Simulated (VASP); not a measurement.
# Ir (I4/mmm) in VASP: a series of runs

The runs below take Ir through single point, with LDA.

Everything below comes from runs of VASP 6.6.1. Logs are shortened: lines on timing, memory, paths and dates and some standing lists are left out, and cuts for length are marked.

**1. The cell of the first run**

Symmetry: I4/mmm, No. 139, tetragonal system. Conventional cell: a = 2.715 Å, b = 2.715 Å, c = 3.955 Å, α = 90.00°, β = 90.00°, γ = 90.00°. Within 3.6 Å of Ir (site symmetry 4/mmm) lie 12 Ir at 2.71 to 2.76 Å.

**2. Single point, LDA (strain +0.0300 x Voigt [0, 0, 1, 0, 0, 0])**

Contents of INCAR:

```
SYSTEM = Ir
PREC = Accurate ; ENCUT = 520
EDIFF = 1E-7 ; ISMEAR = 0
SIGMA = 0.15 ; LREAL = .FALSE.
LASPH = .TRUE. ; NELM = 100
ALGO = Normal ; ISIF = 2
LWAVE = .FALSE. ; LCHARG = .FALSE.
NBANDS = 10
```

Contents of KPOINTS:

```
regular mesh
0
G
  8 8 8
  0 0 0
```

Contents of POSCAR:

```
Ir
1.0
    0.0000000000      1.9197000000      1.9772910000
    1.9197000000      0.0000000000      1.9772910000
    1.9197000000      1.9197000000      0.0000000000
Ir
1
Direct
    0.0000000000      0.0000000000      0.0000000000
```

Potentials or basis: VASP PAW LDA potentials, release 64 (Ir).

Command:

```sh
cat potpaw_LDA.64/Ir/POTCAR > POTCAR
mpirun -np 1 vasp_std > vasp.out
```

OUTCAR:

```text
SYSTEM = Ir
   PREC = Accurate
   ENCUT = 520
   EDIFF = 1E-7
   ISMEAR = 0
   LREAL = .FALSE.
   LASPH = .TRUE.
   NELM = 100
   ISIF = 2

 ion  position               nearest neighbor table
   1  0.000  0.000  0.000-

  LATTYP: Found a body centered tetragonal cell.
 ALAT       =     2.7148657757
 C/A-ratio  =     1.4566399692

  Lattice vectors:

 A1 = (  -1.9197000000,   0.0000000000,   1.9772910000)
 A2 = (   1.9197000000,   0.0000000000,   1.9772910000)
 A3 = (   0.0000000000,   1.9197000000,  -1.9772910000)

Analysis of symmetry for initial positions (statically):
=====================================================================
 Subroutine PRICEL returns:
 Original cell was already a primitive cell.

 Routine SETGRP: Setting up the symmetry group for a
 body centered tetragonal supercell.

 Subroutine GETGRP returns: Found 16 space group operations
 (whereof 16 operations were pure point group operations)
 out of a pool of 16 trial point group operations.

The static configuration has the point symmetry D_4h.

Analysis of symmetry for dynamics (positions and initial velocities):
=====================================================================
 Subroutine PRICEL returns:
 Original cell was already a primitive cell.

 Routine SETGRP: Setting up the symmetry group for a
 body centered tetragonal supercell.

 Subroutine GETGRP returns: Found 16 space group operations
 (whereof 16 operations were pure point group operations)
 out of a pool of 16 trial point group operations.

The dynamic configuration has the point symmetry D_4h.

 Subroutine INISYM returns: Found 16 space group operations
 (whereof 16 operations are pure point group operations),
 and found     1 'primitive' translations

----------------------------------------------------------------------------------------

                                     Primitive cell

  volume of cell :      14.5736

  direct lattice vectors                    reciprocal lattice vectors
     0.000000000  1.919700000  1.977291000    -0.260457363  0.260457363  0.252871226
     1.919700000  0.000000000  1.977291000     0.260457363 -0.260457363  0.252871226
     1.919700000  1.919700000  0.000000000     0.260457363  0.260457363 -0.252871226

  length of vectors
     2.755889655  2.755889655  2.714865776     0.446788466  0.446788466  0.446788466

  position of ions in fractional coordinates (direct lattice)
     0.000000000  0.000000000  0.000000000

  ion indices of the primitive-cell ions
   primitive index   ion index
                 1           1

----------------------------------------------------------------------------------------

 KPOINTS: regular mesh

Automatic generation of k-mesh.
 Grid dimensions read from file:
 generate k-points for:    8    8    8

 Generating k-lattice:

  Cartesian coordinates                     Fractional coordinates (reciprocal lattice)
    -0.032557170  0.032557170  0.031608903     0.125000000 -0.000000000  0.000000000
     0.032557170 -0.032557170  0.031608903    -0.000000000  0.125000000  0.000000000
     0.032557170  0.032557170 -0.031608903     0.000000000  0.000000000  0.125000000

  Length of vectors
     0.055848558  0.055848558  0.055848558

  Shift w.r.t. Gamma in fractional coordinates (k-lattice)
     0.000000000  0.000000000  0.000000000

 Subroutine IBZKPT returns following result:
 ===========================================

 Found     59 irreducible k-points:

 Following reciprocal coordinates:
            Coordinates               Weight
  0.000000  0.000000  0.000000      1.000000
  0.125000  0.000000  0.000000      8.000000
  0.250000  0.000000  0.000000      8.000000
  0.375000  0.000000  0.000000      8.000000
  0.500000  0.000000  0.000000      4.000000
  0.125000  0.125000  0.000000      2.000000
[... 16 lines left out ...]
  0.250000  0.000000  0.125000     16.000000
  0.375000  0.000000  0.125000     16.000000
 [... further k-points ...]
   k-points           NKPTS =     59   k-points in BZ     NKDIM =     59   number of bands    NBANDS=     10
   number of dos      NEDOS =    301   number of ions     NIONS =      1
   total plane-waves  NPLWV =   8000
   dimension x,y,z NGX =    20 NGY =   20 NGZ =   20
   dimension x,y,z NGXF=    40 NGYF=   40 NGZF=   40
   ions per type =               1
   NGX,Y,Z   is equivalent  to a cutoff of  12.06, 12.06, 12.25 a.u.
   NGXF,Y,Z  is equivalent  to a cutoff of  24.13, 24.13, 24.49 a.u.
 SYSTEM =  Ir
   PREC   = accura    normal or accurate (medium, high low for compatibility)
   ISTART =      0    job   : 0-new  1-cont  2-samecut
   ICHARG =      2    charge: 1-file 2-atom 10-const
   ISPIN  =      1    spin polarized calculation?
   LNONCOLLINEAR =      F non collinear calculations
   LSORBIT =      F    spin-orbit coupling
   LASPH  =      T    aspherical Exc in radial PAW
   ENCUT  =  520.0 eV  38.22 Ry    6.18 a.u.   5.12  5.12  5.05*2*pi/ulx,y,z
   NELM   =    100;   NELMIN=  2; NELMDL= -5     # of ELM steps
   EDIFF  = 0.1E-06   stopping-criterion for ELM
   LREAL  =      F    real-space projection
   EDIFFG = 0.1E-05   stopping-criterion for IOM
   NSW    =      0    number of steps for IOM
   IBRION =     -1    ionic relax: 0-MD 1-quasi-New 2-CG
   NFREE  =      0    steps in history (QN), initial steepest desc. (CG)
   ISIF   =      2    stress and relaxation
   ISYM   =      2    0-nonsym 1-usesym 2-fastsym
   POTIM  = 0.5000    time-step for ionic-motion
   TEBEG  =    0.0;   TEEND  =   0.0 temperature during run
   PSTRESS=    0.0 pullay stress
   NELECT =       9.0000    total number of electrons
   NUPDOWN=      -1.0000    fix difference up-down
   EMIN   =  10.00;   EMAX   =-10.00  energy-range for DOS
   EFERMI =   0.00;   METHOD = LEGACY
   ISMEAR =     0;   SIGMA  =   0.15  broadening in eV -4-tet -1-fermi 0-gaus
   EFERMI_NEDOS =   21; number of points for ismear=-14 and -15
   IALGO  =     38    algorithm
   IMIX   =      4    mixing-type and parameters
     AMIX     =   0.40;   BMIX     =  1.00
     AMIX_MAG =   1.60;   BMIX_MAG =  1.00
  volume/ion in A,a.u.               =      14.57        98.35
  Fermi-wavevector in a.u.,A,eV,Ry     =   1.394119  2.634503 26.443851  1.943568
  Thomas-Fermi vector in A             =   2.517699
   LORBIT       =      0    0 simple, 1 ext, 2 COOP (PROOUT), +10 PAW based schemes
   GGA     = CA    functional components
   LHFCALC =     F    Hartree Fock is set to
   AEXX    =    0.0000 exact exchange contribution
   IVDW    =     0    specifies the selected vdW correction
   LEPSILON=     F    determine dielectric tensor
   LRPA    =     F    only Hartree local field effects (RPA)
 non-spin polarized calculation
 Gauss-broadening in eV      SIGMA  =   0.15
  energy-cutoff  :      520.00
  volume of cell :       14.57
 maximum number of plane-waves:       399
   NGX = 11   NGY = 11   NGZ = 11

 number of electron       8.9999999 magnetization

 Free energy of the ion-electron system (eV)
  ---------------------------------------------------
  ext. energy  EPLUGINS =         0.00000000
  ---------------------------------------------------
  free energy    TOTEN  =       -10.21807869 eV

  energy without entropy =      -10.19649825  energy(sigma->0) =      -10.20728847

 E-fermi :   9.8266     XC(G=0): -13.9682

 val. band max:        9.8074321974   @ k =  -0.3750   0.0000   0.1250
 cond. band min:       9.8294041384   @ k =   0.5000   0.3750   0.0000
 fundamental gap:      0.0219719410
 Fermi energy:         9.8266213057

 k-point     1 :       0.0000    0.0000    0.0000
  band No.  band energies     occupation
      1      -0.9966      2.00000
      2       5.7943      2.00000
      3       6.1834      2.00000
      4       6.1834      2.00000
      5       8.4061      2.00000
      6       8.9079      2.00000
      7      24.2004      0.00000
      8      28.9874      0.00000
      9      29.8590      0.00000
     10      29.8590      0.00000

 k-point     2 :       0.1250    0.0000    0.0000
  band No.  band energies     occupation
      1      -0.3436      2.00000
      2       5.7070      2.00000
      3       6.2152      2.00000
      4       6.4424      2.00000
      5       8.3126      2.00000
      6       8.7356      2.00000
      7      25.2522      0.00000
      8      27.0221      0.00000
      9      30.3203      0.00000
     10      30.9344      0.00000

 k-point     3 :       0.2500    0.0000    0.0000
  band No.  band energies     occupation
      1       1.1600      2.00000
      2       5.5719      2.00000
      3       6.3049      2.00000
      4       6.6734      2.00000
      5       8.7560      2.00000
      6       8.9063      2.00000
      7      23.4785      0.00000
      8      26.4286      0.00000
      9      32.8449      0.00000
     10      33.3794      0.00000

 k-point     4 :       0.3750    0.0000    0.0000
  band No.  band energies     occupation
      1       1.9527      2.00000
      2       5.9618      2.00000
      3       6.3628      2.00000
      4       7.2403      2.00000
      5       9.9351      0.30653
      6      10.0266      0.05932
      7      19.4647      0.00000
      8      24.5677      0.00000
      9      30.6978      0.00000
     10      31.0864      0.00000

 k-point     5 :       0.5000    0.0000    0.0000
  band No.  band energies     occupation
      1       1.9852      2.00000
      2       5.7807      2.00000
      3       6.1754      2.00000
      4       9.1581      2.00000
      5      10.5430      0.00000
      6      10.7403      0.00000
      7      16.7621      0.00000
      8      23.7072      0.00000
      9      29.0403      0.00000
     10      29.5499      0.00000

 k-point     6 :       0.1250    0.1250    0.0000
  band No.  band energies     occupation
      1      -0.1549      2.00000
      2       5.2320      2.00000
      3       6.6796      2.00000
      4       6.6796      2.00000
      5       7.7061      2.00000
      6       9.1399      2.00000
      7      25.6257      0.00000
      8      27.9462      0.00000
      9      29.8831      0.00000
     10      29.8831      0.00000
[... 183 lines left out ...]
 k-point    21 :       0.5000    0.5000    0.0000
  band No.  band energies     occupation
      1       2.1941      2.00000
      2       2.7548      2.00000
      3      10.6726      0.00000
      4      11.1368      0.00000
      5      11.1541      0.00000
      6      11.1541      0.00000
      7      19.3850      0.00000
      8      21.7121      0.00000
      9      21.7121      0.00000
     10      30.9633      0.00000

 k-point    22 :       0.1250    0.0000    0.1250
  band No.  band energies     occupation
      1      -0.1034      2.00000
      2       5.5330      2.00000
      3       6.3325      2.00000
      4       6.6427      2.00000
      5       8.0380      2.00000
      6       8.8305      2.00000
      7      25.7022      0.00000
      8      28.0612      0.00000
      9      29.2557      0.00000
     10      30.0078      0.00000

 k-point    23 :       0.2500    0.0000    0.1250
  band No.  band energies     occupation
      1       1.2026      2.00000
      2       4.9919      2.00000
      3       6.6240      2.00000
      4       6.9468      2.00000
      5       8.0726      2.00000
      6       9.2301      2.00000
      7      25.2348      0.00000
      8      27.2790      0.00000
      9      29.7967      0.00000
     10      30.9900      0.00000

 k-point    24 :       0.3750    0.0000    0.1250
  band No.  band energies     occupation
      1       2.3756      2.00000
      2       5.5117      2.00000
      3       6.0183      2.00000
      4       6.7318      2.00000
      5       9.9112      0.42543
      6      10.2439      0.00008
      7      21.0218      0.00000
      8      25.9751      0.00000
      9      28.9624      0.00000
     10      30.9886      0.00000

 [... further k-points ...]

------------------------ aborting loop because EDIFF is reached ----------------------------------------

  FORCE on cell =-STRESS in cart. coord.  units (eV):
  Direction    XX          YY          ZZ          XY          YZ          ZX
  --------------------------------------------------------------------------------------
  -------------------------------------------------------------------------------------
  Total       -1.0493854     -1.0493854     -1.9293956      0.0000000      0.0000000      0.0000000
  in kB     -115.3661182   -115.3661182   -212.1116611      0.0000000      0.0000000      0.0000000
  external PRESSURE =    -147.6146325 kB  Pullay stress =       0.0000000 kB

 VOLUME and BASIS-vectors are now :
 -----------------------------------------------------------------------------
  energy-cutoff  :      520.00
  volume of cell :       14.57
      direct lattice vectors                 reciprocal lattice vectors
     0.000000000  1.919700000  1.977291000    -0.260457363  0.260457363  0.252871226
     1.919700000  0.000000000  1.977291000     0.260457363 -0.260457363  0.252871226
     1.919700000  1.919700000  0.000000000     0.260457363  0.260457363 -0.252871226

 POSITION                                       TOTAL-FORCE (eV/Angst)
 -----------------------------------------------------------------------------------
      0.00000      0.00000      0.00000         0.000000      0.000000      0.000000
 -----------------------------------------------------------------------------------
    total drift:                                0.000000     -0.000000     -0.000000

  FREE ENERGIE OF THE ION-ELECTRON SYSTEM (eV)
  ---------------------------------------------------
  free  energy   TOTEN  =       -10.2180786915 eV

  energy  without entropy=      -10.1964982491  energy(sigma->0) =      -10.20728847
```

Wall time 17 s (1 thread of Intel Xeon 8259CL, shared host); peak memory 0.12 GiB.

Results:

```yaml
Free_energy: -10.2181 eV
Pressure: -14.8 GPa
```

Stress tensor (GPa, compression positive):
```
-11.54   0.00   0.00
  0.00 -11.54   0.00
  0.00   0.00 -21.21
```

Caveat: the cell differs from its parent crystal (strain +0.0300 x Voigt [0, 0, 1, 0, 0, 0]); spin-orbit coupling is left out, which moves the levels of the heavy elements.

**3. Single point, LDA (strain -0.0150 x Voigt [0, 0, 1, 0, 0, 0])**

Contents of INCAR:

```
SYSTEM = Ir
PREC = Accurate ; ENCUT = 520
EDIFF = 1E-6 ; ISMEAR = 0
SIGMA = 0.15 ; LREAL = .False.
LASPH = .True. ; NELM = 100
ALGO = Normal ; ISIF = 2
LWAVE = .False. ; LCHARG = .True.
LELF = .True. ; LVHAR = .True.
NBANDS = 10
```

Contents of KPOINTS:

```
regular mesh
0
Gamma
  8 8 8
  0 0 0
```

Contents of POSCAR:

```
Ir
1.0
    0.0000000000      1.9197000000      1.8909045000
    1.9197000000      0.0000000000      1.8909045000
    1.9197000000      1.9197000000      0.0000000000
Ir
1
Direct
    0.0000000000      0.0000000000      0.0000000000
```

Potentials or basis: VASP PAW LDA potentials, release 64 (Ir).

Command:

```sh
cat potpaw_LDA.64/Ir/POTCAR > POTCAR
mpirun -np 1 vasp_std > vasp.out
```

OUTCAR:

```text
SYSTEM = Ir
   PREC = Accurate
   ENCUT = 520
   EDIFF = 1E-6
   ISMEAR = 0
   LREAL = .False.
   LASPH = .True.
   NELM = 100
   ISIF = 2

 ion  position               nearest neighbor table
   1  0.000  0.000  0.000-

  LATTYP: Found a body centered tetragonal cell.
 ALAT       =     2.7148657757
 C/A-ratio  =     1.3930003589

  Lattice vectors:

 A1 = (   0.0000000000,  -1.9197000000,  -1.8909045000)
 A2 = (   0.0000000000,   1.9197000000,  -1.8909045000)
 A3 = (   1.9197000000,   0.0000000000,   1.8909045000)

Analysis of symmetry for initial positions (statically):
=====================================================================
 Subroutine PRICEL returns:
 Original cell was already a primitive cell.

 Routine SETGRP: Setting up the symmetry group for a
 body centered tetragonal supercell.

 Subroutine GETGRP returns: Found 16 space group operations
 (whereof 16 operations were pure point group operations)
 out of a pool of 16 trial point group operations.

The static configuration has the point symmetry D_4h.

Analysis of symmetry for dynamics (positions and initial velocities):
=====================================================================
[... 165 lines left out ...]
      1      -0.6917      2.00000
      2       6.5001      2.00000
      3       6.5001      2.00000
      4       6.7031      2.00000
      5       9.2382      2.00000
      6       9.5051      2.00000
      7      24.8800      0.00000
      8      30.3605      0.00000
      9      30.3605      0.00000
     10      30.8563      0.00000
[... 287 lines left out ...]
 k-point    24 :       0.3750    0.0000    0.1250
  band No.  band energies     occupation
      1       2.7288      2.00000
      2       5.9972      2.00000
      3       6.3931      2.00000
      4       7.4293      2.00000
      5      10.6935      0.48232
      6      11.0535      0.00004
      7      22.2523      0.00000
      8      26.8402      0.00000
      9      30.4435      0.00000
     10      32.1744      0.00000

 [... further k-points ...]

------------------------ aborting loop because EDIFF is reached ----------------------------------------

  FORCE on cell =-STRESS in cart. coord.  units (eV):
  Direction    XX          YY          ZZ          XY          YZ          ZX
  --------------------------------------------------------------------------------------
  -------------------------------------------------------------------------------------
  Total       -0.0512770     -0.0512770      0.4467863      0.0000000      0.0000000      0.0000000
  in kB       -5.8947665     -5.8947665     51.3622589      0.0000000      0.0000000      0.0000000
  external PRESSURE =      13.1909086 kB  Pullay stress =       0.0000000 kB

 VOLUME and BASIS-vectors are now :
 -----------------------------------------------------------------------------
  energy-cutoff  :      520.00
  volume of cell :       13.94
      direct lattice vectors                 reciprocal lattice vectors
     0.000000000  1.919700000  1.890904500    -0.260457363  0.260457363  0.264423719
     1.919700000  0.000000000  1.890904500     0.260457363 -0.260457363  0.264423719
     1.919700000  1.919700000  0.000000000     0.260457363  0.260457363 -0.264423719

 POSITION                                       TOTAL-FORCE (eV/Angst)
 -----------------------------------------------------------------------------------
      0.00000      0.00000      0.00000         0.000000     -0.000000      0.000000
 -----------------------------------------------------------------------------------
    total drift:                                0.000000     -0.000000     -0.000000

  FREE ENERGIE OF THE ION-ELECTRON SYSTEM (eV)
  ---------------------------------------------------
  free  energy   TOTEN  =       -10.2526101492 eV

  energy  without entropy=      -10.2324947419  energy(sigma->0) =      -10.24255245
```

OSZICAR:

```text
N       E                     dE             d eps       ncg     rms          rms(c)
DAV:   1     0.479589847076E+02    0.47959E+02   -0.42447E+03  1180   0.820E+02
DAV:   2    -0.992162176911E+01   -0.57881E+02   -0.55416E+02  1200   0.199E+02
DAV:   3    -0.108544177988E+02   -0.93280E+00   -0.92805E+00  1384   0.309E+01
DAV:   4    -0.108636260203E+02   -0.92082E-02   -0.92053E-02  1368   0.285E+00
DAV:   5    -0.108637995408E+02   -0.17352E-03   -0.17351E-03  1354   0.363E-01    0.166E+01
DAV:   6    -0.103516926927E+02    0.51211E+00   -0.88378E-01  1314   0.116E+01    0.668E+00
DAV:   7    -0.102599933091E+02    0.91699E-01   -0.25233E-01  1476   0.562E+00    0.157E+00
DAV:   8    -0.102555920374E+02    0.44013E-02   -0.19442E-03  1290   0.504E-01    0.953E-01
DAV:   9    -0.102526135135E+02    0.29785E-02   -0.17764E-03  1318   0.636E-01    0.400E-02
DAV:  10    -0.102526093378E+02    0.41758E-05   -0.97088E-06  1672   0.309E-02    0.962E-03
DAV:  11    -0.102526101492E+02   -0.81145E-06   -0.67862E-07  1022   0.544E-03
   1 F= -.10252610E+02 E0= -.10242552E+02  d E =-.201154E-01
```

stdout:

```text
POSCAR found type information on POSCAR Ir
 POSCAR found :  1 types and       1 ions
 scaLAPACK will be used
 LDA part: xc-table for (Slater(with rela. corr.)+CA(PZ))
 , standard interpolation
 POSCAR, INCAR and KPOINTS ok, starting setup
 FFT: planning ... GRIDC
 FFT: planning ... GRID_SOFT
 FFT: planning ... GRID
 WAVECAR not read
 entering main loop
```

Wall time 16 s (1 thread of Intel Xeon 8259CL, shared host); peak memory 0.13 GiB.

Results:

| Quantity | Value |
| --- | --- |
| Free energy | -10.2526 eV |
| Pressure | 1.3 GPa |

Stress tensor (GPa, compression positive):
```
-0.59  0.00  0.00
 0.00 -0.59  0.00
 0.00  0.00  5.14
```

Caveat: the cell differs from its parent crystal (strain -0.0150 x Voigt [0, 0, 1, 0, 0, 0]); spin-orbit coupling is left out, which moves the levels of the heavy elements.

(Continued in part 2 of 3.)
